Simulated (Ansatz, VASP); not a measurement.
## Sb in VASP and in Ansatz

```
Sb
1.0
     3.64795    0.00000    0.00000
     0.00000    3.64795    0.00000
     0.00000    0.00000    2.37117
Sb
1
Direct
  0.00000 0.00000 0.00000
```

Alike in both runs: task single point; functional PBEsol; k mesh 16 × 16 × 16; occupations gaussian, width 0.15 eV; no spin polarisation.

```csv
,VASP,Ansatz
version,VASP 6.6.1,Ansatz 0.2.0
potentials or method,"VASP PAW PBE potentials, release 64 (Sb), cutoff 520 eV","scalar-relativistic, plane waves, PAW"
valence electrons in the cell,5,15
```

|  | VASP | Ansatz | Ansatz less VASP |
| --- | --- | --- | --- |
| gap on the k mesh at the Fermi level (eV) | none | none | - |
| pressure (GPa) | 22.6 | 22.2 | -0.37 |
| traceless stress, the component that is largest in VASP (GPa) | 48.55 | 47.88 | -0.669 |

VASP's potentials were made for PBE, not for PBEsol. A gap of «none» marks a metal or a gap that the smearing closes. VASP's potentials hold 5 valence electrons a cell and Ansatz's 15, so a difference there can come from the potentials and not from the codes.

Neither program's run includes spin-orbit coupling.
